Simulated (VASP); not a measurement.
**W16F (a cell with a defect): single point with LDA**

System: W16F (a cell with a defect).

```
W F
1.0
     6.32000    0.00000    0.00000
     0.00000    6.32000    0.00000
     0.00000    0.00000    6.32000
W F
16 1
Cartesian
  -0.1956 -0.0385 0.1214
  3.3542 -0.0387 0.1220
  -0.0056 3.1472 0.0067
  -0.0034 -0.0105 3.1471
  1.5787 1.5810 1.6115
  3.1630 3.1472 0.0067
  3.1608 -0.0105 3.1469
  4.7387 1.5945 1.5965
  -0.0334 3.1767 3.1284
  1.5787 4.7269 1.5956
  1.5787 1.8260 4.5530
  3.1909 3.1767 3.1284
  4.7388 4.6953 1.6115
  4.7387 1.5849 4.7189
  1.5787 4.6383 4.6801
  4.7387 4.7224 4.7323
  1.5785 0.1434 -0.7241
```

```json
{
  "Program": "VASP 6.6.1",
  "Task": "single point",
  "Functional": "LDA",
  "Potentials or basis": "VASP PAW LDA potentials, release 64 (W_sv, F)",
  "Cutoff": "520 eV",
  "k mesh": "3 × 3 × 3",
  "Occupations": "gaussian, width 0.05 eV",
  "Spin": "no spin polarisation"
}
```

The pressure is 7.8 GPa. The largest force is 0.730 eV/Å and the band gap on the k mesh is zero (an odd number of electrons rules out a gap without spin polarisation).

Forces on the atoms (eV/Å):
```
W   -0.095  0.145  0.161
W    0.062  0.150  0.142
W   -0.018  0.053  0.040
W   -0.012  0.042 -0.004
W    0.000  0.005 -0.056
W    0.020  0.053  0.039
W    0.012  0.042  0.001
W    0.003  0.093  0.067
W    0.007  0.007  0.023
W    0.000  0.053  0.016
W    0.000  0.067  0.143
W   -0.007  0.008  0.025
W    0.002  0.028  0.022
W    0.001  0.008  0.030
W   -0.001 -0.252 -0.177
W    0.001  0.040  0.016
F    0.025 -0.542 -0.487
```

Stress tensor (GPa, compression positive):
```
 8.31  0.00 -0.01
 0.00  6.03 -1.78
-0.01 -1.78  9.08
```

Levels at points of the mesh, in eV from the Fermi level:
```
           k point  band 111  band 112  band 113  band 114  band 115  band 116  band 117  band 118  band 119  band 120
(0.00, 0.00, 0.00)     -0.56     -0.55     -0.43     -0.07      0.03      0.18      0.58      0.69      0.81      0.87
```

It took 7.4 min on 1 thread of AMD EPYC 9R45 96-Core Processor (Zen 5), on a shared host, peak memory 0.41 GiB.

Caveat: spin-orbit coupling is left out, which moves the levels of the heavy elements.
